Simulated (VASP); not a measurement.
Here is a VASP 6.6.1 calculation.

POSCAR

```
As
1.0
    4.5872856280      0.0000000000      0.0000000000
   -2.2936428140      3.9727058882      0.0000000000
    0.0000000000      0.0000000000      5.7460001682
As
4
Direct
    0.3333333333      0.6666666667      0.4630065957
    0.6666666667      0.3333333333      0.9630065957
    0.6666666667      0.3333333333      0.5369934043
    0.3333333333      0.6666666667      0.0369934043
```

The input INCAR.step1:

```
ALGO = Normal
EDIFF = 1E-4
ENCUT = 520
GGA = PE
ISMEAR = 0
LASPH = T
LCHARG = F
LREAL = F
LWAVE = T
NBANDS = 18
NELM = 80
PREC = Accurate
SIGMA = 0.1
```

File INCAR.step2:

```
ALGO = Normal
EDIFF = 1E-6
ENCUT = 520
ISIF = 2
ISMEAR = 0
ISTART = 1
LASPH = T
LCHARG = F
LMIXTAU = T
LREAL = F
LWAVE = F
METAGGA = R2SCAN
NBANDS = 18
NELM = 80
PREC = Accurate
SIGMA = 0.1
```

KPOINTS

```
k-points
0
Gamma
  12 12 8
```

Potentials or basis: VASP PAW PBE potentials, release 64 (As).

Command:

```sh
$ cat potpaw_PBE.64/As/POTCAR > POTCAR
$ cp INCAR.step1 INCAR
$ mpirun -np 1 vasp_std > vasp.out
$ cp INCAR.step2 INCAR
$ mpirun -np 1 vasp_std > vasp.out
```

(1) What does it give for the pressure?

(2) Estimate the largest force.

## Answers

(1) 0.0 GPa.

(2) 0.026 eV/Å.

Caveat: the PAW data sets were made with another functional, which shifts forces and pressure a little.
